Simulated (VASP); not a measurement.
# Sb (Im-3m) in VASP: further runs, part 2 of 2

VASP 6.6.1. Earlier steps stand in the parts before.

**3. Single point, PBEsol (volume scaled by 0.84)**

Contents of INCAR:

```
  PREC = Accurate
  ENCUT = 520
  EDIFF = 1E-6
  ISMEAR = -1
  SIGMA = 0.05
  LREAL = F
  LASPH = T
  NELM = 60
  ALGO = Normal
  ISIF = 2
  LWAVE = F
  LCHARG = F
  GGA = PS
  NBANDS = 8
```

Contents of KPOINTS:

```
regular mesh
0
Gamma
  16 16 16
```

Contents of POSCAR:

```
Sb
1.0
   -1.7595185816      1.7595185816      1.7595185816
    1.7595185816     -1.7595185816      1.7595185816
    1.7595185816      1.7595185816     -1.7595185816
Sb
1
Direct
    0.0000000000      0.0000000000      0.0000000000
```

Potentials or basis: VASP PAW PBE potentials, release 64 (Sb).

Command:

```sh
cat potpaw_PBE.64/Sb/POTCAR > POTCAR
mpirun -np 1 vasp_std > vasp.out
```

OUTCAR:

```text
PREC = Accurate
   ENCUT = 520
   EDIFF = 1E-6
   ISMEAR = -1
   LREAL = F
   LASPH = T
   NELM = 60
   ISIF = 2
   GGA = PS

 ion  position               nearest neighbor table
   1  0.000  0.000  0.000-

  LATTYP: Found a body centered cubic cell.
 ALAT       =     3.5190371632

  Lattice vectors:

 A1 = (  -1.7595185816,   1.7595185816,   1.7595185816)
 A2 = (   1.7595185816,  -1.7595185816,   1.7595185816)
 A3 = (   1.7595185816,   1.7595185816,  -1.7595185816)

Analysis of symmetry for initial positions (statically):
=====================================================================
 Subroutine PRICEL returns:
 Original cell was already a primitive cell.

 Routine SETGRP: Setting up the symmetry group for a
 body centered cubic supercell.

 Subroutine GETGRP returns: Found 48 space group operations
 (whereof 48 operations were pure point group operations)
 out of a pool of 48 trial point group operations.

The static configuration has the point symmetry O_h .

Analysis of symmetry for dynamics (positions and initial velocities):
=====================================================================
 Subroutine PRICEL returns:
 Original cell was already a primitive cell.

 Routine SETGRP: Setting up the symmetry group for a
 body centered cubic supercell.

 Subroutine GETGRP returns: Found 48 space group operations
 (whereof 48 operations were pure point group operations)
 out of a pool of 48 trial point group operations.

The dynamic configuration has the point symmetry O_h .

 Subroutine INISYM returns: Found 48 space group operations
 (whereof 48 operations are pure point group operations),
 and found     1 'primitive' translations

----------------------------------------------------------------------------------------

                                     Primitive cell

  volume of cell :      21.7892
[... 106 lines left out ...]
     AMIX     =   0.40;   BMIX     =  1.00
     AMIX_MAG =   1.60;   BMIX_MAG =  1.00
  volume/ion in A,a.u.               =      21.79       147.04
  Fermi-wavevector in a.u.,A,eV,Ry     =   1.002269  1.894014 13.667640  1.004543
  Thomas-Fermi vector in A             =   2.134745
   LORBIT       =      0    0 simple, 1 ext, 2 COOP (PROOUT), +10 PAW based schemes
   GGA     = PS    functional components
   LHFCALC =     F    Hartree Fock is set to
   AEXX    =    0.0000 exact exchange contribution
   IVDW    =     0    specifies the selected vdW correction
   LEPSILON=     F    determine dielectric tensor
   LRPA    =     F    only Hartree local field effects (RPA)
 non-spin polarized calculation
  energy-cutoff  :      520.00
  volume of cell :       21.79
 maximum number of plane-waves:       604
   NGX = 11   NGY = 11   NGZ = 11

 number of electron       5.0000000 magnetization

 Free energy of the ion-electron system (eV)
  ---------------------------------------------------
  ext. energy  EPLUGINS =         0.00000000
  ---------------------------------------------------
  free energy    TOTEN  =        -4.19023475 eV

  energy without entropy =       -4.18662922  energy(sigma->0) =       -4.18843199

 E-fermi :  11.3645     XC(G=0): -11.2716

 val. band max:       11.3633686981   @ k =  -0.3750   0.4375   0.3125
 cond. band min:      11.3811726625   @ k =   0.5000   0.5000   0.1875
 fundamental gap:      0.0178039644
 Fermi energy:        11.3645490647

 k-point     1 :       0.0000    0.0000    0.0000
  band No.  band energies     occupation
      1      -3.3817      2.00000
      2      18.6930      0.00000
      3      18.6930      0.00000
      4      18.6930      0.00000
      5      22.8209      0.00000
      6      22.8209      0.00000
      7      22.8209      0.00000
      8      23.2776      0.00000
[... 243 lines left out ...]
 k-point    24 :       0.2500    0.1875    0.0000
  band No.  band energies     occupation
      1       0.2496      2.00000
      2       8.3278      2.00000
      3      10.7392      1.99999
      4      14.9169      0.00000
      5      20.4931      0.00000
      6      21.7570      0.00000
      7      24.4443      0.00000
      8      26.7093      0.00000

 [... further k-points ...]

------------------------ aborting loop because EDIFF is reached ----------------------------------------

  FORCE on cell =-STRESS in cart. coord.  units (eV):
  Direction    XX          YY          ZZ          XY          YZ          ZX
  --------------------------------------------------------------------------------------
  -------------------------------------------------------------------------------------
  Total        2.4636147      2.4636147      2.4636147      0.0000000     -0.0000000      0.0000000
  in kB      181.1514449    181.1514449    181.1514449      0.0000000     -0.0000000      0.0000000
  external PRESSURE =     181.1514449 kB  Pullay stress =       0.0000000 kB

 VOLUME and BASIS-vectors are now :
 -----------------------------------------------------------------------------
  energy-cutoff  :      520.00
  volume of cell :       21.79
      direct lattice vectors                 reciprocal lattice vectors
    -1.759518582  1.759518582  1.759518582     0.000000000  0.284168639  0.284168639
     1.759518582 -1.759518582  1.759518582     0.284168639  0.000000000  0.284168639
     1.759518582  1.759518582 -1.759518582     0.284168639  0.284168639  0.000000000

 POSITION                                       TOTAL-FORCE (eV/Angst)
 -----------------------------------------------------------------------------------
      0.00000      0.00000      0.00000         0.000000     -0.000000      0.000000
 -----------------------------------------------------------------------------------
    total drift:                                0.000000     -0.000000     -0.000000

  FREE ENERGIE OF THE ION-ELECTRON SYSTEM (eV)
  ---------------------------------------------------
  free  energy   TOTEN  =        -4.1902347536 eV

  energy  without entropy=       -4.1866292185  energy(sigma->0) =       -4.18843199
```

OSZICAR:

```text
N       E                     dE             d eps       ncg     rms          rms(c)
DAV:   1     0.543715789727E+01    0.54372E+01   -0.17731E+03  2384   0.421E+02
DAV:   2    -0.410985749970E+01   -0.95470E+01   -0.91573E+01  3288   0.558E+01
DAV:   3    -0.419849495508E+01   -0.88637E-01   -0.88331E-01  2888   0.616E+00
DAV:   4    -0.419872012738E+01   -0.22517E-03   -0.22517E-03  3416   0.360E-01
DAV:   5    -0.419872061040E+01   -0.48302E-06   -0.48210E-06  3024   0.120E-02    0.254E+00
DAV:   6    -0.419349316288E+01    0.52274E-02   -0.48781E-04  3128   0.113E-01    0.151E+00
DAV:   7    -0.419023850999E+01    0.32547E-02   -0.12376E-03  2536   0.174E-01    0.391E-02
DAV:   8    -0.419023528058E+01    0.32294E-05   -0.19143E-05  3584   0.360E-02    0.725E-03
DAV:   9    -0.419023475364E+01    0.52694E-06   -0.26713E-07  2088   0.348E-03
   1 F= -.41902348E+01 E0= -.41884320E+01  d E =-.360554E-02
```

It took 6.5 s on 1 thread of Intel Xeon 6975P-C (Granite Rapids), shared host; peak memory 0.15 GiB.

Results:

```
Free energy : -4.1902 eV
Pressure    : 18.1 GPa
```

Caveat: the PAW data sets were made with another functional, which shifts forces and pressure a little; spin-orbit coupling is left out, which moves the levels of the heavy elements.

**4. Single point, PBEsol (volume scaled by 0.92)**

Contents of INCAR:

```
SYSTEM = Sb
ALGO = Normal ; EDIFF = 1E-6
ENCUT = 520 ; GGA = PS
ISIF = 2 ; ISMEAR = -1
LASPH = .TRUE. ; LCHARG = .FALSE.
LREAL = .FALSE. ; LWAVE = .FALSE.
NBANDS = 8 ; NELM = 100
PREC = Accurate ; SIGMA = 0.05
```

Contents of KPOINTS:

```
k-points
0
G
  16 16 16
  0 0 0
```

Contents of POSCAR:

```
Sb
1.0
   -1.8136913067      1.8136913067      1.8136913067
    1.8136913067     -1.8136913067      1.8136913067
    1.8136913067      1.8136913067     -1.8136913067
Sb
1
Direct
    0.0000000000      0.0000000000      0.0000000000
```

Potentials or basis: VASP PAW PBE potentials, release 64 (Sb).

Command:

```sh
cat potpaw_PBE.64/Sb/POTCAR > POTCAR
mpirun -np 1 vasp_std > vasp.out
```

OUTCAR:

```text
SYSTEM = Sb
   EDIFF = 1E-6
   ENCUT = 520
   GGA = PS
   ISIF = 2
   ISMEAR = -1
   LASPH = .TRUE.
   LREAL = .FALSE.
   NELM = 100
   PREC = Accurate

 ion  position               nearest neighbor table
   1  0.000  0.000  0.000-

  LATTYP: Found a body centered cubic cell.
 ALAT       =     3.6273826134

  Lattice vectors:

 A1 = (  -1.8136913067,   1.8136913067,   1.8136913067)
 A2 = (   1.8136913067,  -1.8136913067,   1.8136913067)
[... 442 lines left out ...]
      8      24.7210      0.00000

 [... further k-points ...]

------------------------ aborting loop because EDIFF is reached ----------------------------------------

  FORCE on cell =-STRESS in cart. coord.  units (eV):
  Direction    XX          YY          ZZ          XY          YZ          ZX
  --------------------------------------------------------------------------------------
  -------------------------------------------------------------------------------------
  Total        1.0334738      1.0334738      1.0334738     -0.0000000      0.0000000      0.0000000
  in kB       69.3840972     69.3840972     69.3840972     -0.0000000      0.0000000      0.0000000
  external PRESSURE =      69.3840972 kB  Pullay stress =       0.0000000 kB

 VOLUME and BASIS-vectors are now :
 -----------------------------------------------------------------------------
  energy-cutoff  :      520.00
  volume of cell :       23.86
      direct lattice vectors                 reciprocal lattice vectors
    -1.813691307  1.813691307  1.813691307     0.000000000  0.275680871  0.275680871
     1.813691307 -1.813691307  1.813691307     0.275680871  0.000000000  0.275680871
     1.813691307  1.813691307 -1.813691307     0.275680871  0.275680871  0.000000000

 POSITION                                       TOTAL-FORCE (eV/Angst)
 -----------------------------------------------------------------------------------
      0.00000      0.00000      0.00000        -0.000000      0.000000     -0.000000
 -----------------------------------------------------------------------------------
    total drift:                                0.000000     -0.000000      0.000000

  FREE ENERGIE OF THE ION-ELECTRON SYSTEM (eV)
  ---------------------------------------------------
  free  energy   TOTEN  =        -4.3467113575 eV

  energy  without entropy=       -4.3421876624  energy(sigma->0) =       -4.34444951
```

Run time: 6.4 s. Hardware: 1 thread of Intel Xeon 6975P-C (Granite Rapids), shared host; peak memory 0.15 GiB.

Results:

| Item | Value |
| --- | --- |
| Free energy | -4.3467 eV |
| Pressure | 6.9 GPa |

Levels at points of the mesh, in eV from the Fermi level:
```
           k point  band 1  band 2  band 3  band 4  band 5  band 6  band 7  band 8
(0.00, 0.00, 0.00)  -13.83    6.53    6.53    6.53   11.12   11.12   11.12   11.93
(0.50, 0.00, 0.00)   -9.02   -6.36    2.01    4.15    6.91    7.14   14.65   15.97
(0.50, 0.50, 0.50)   -4.97   -2.25   -2.25   -2.25    2.73    2.73   18.27   18.40
```

Caveat: the PAW data sets were made with another functional, which shifts forces and pressure a little; spin-orbit coupling is left out, which moves the levels of the heavy elements.
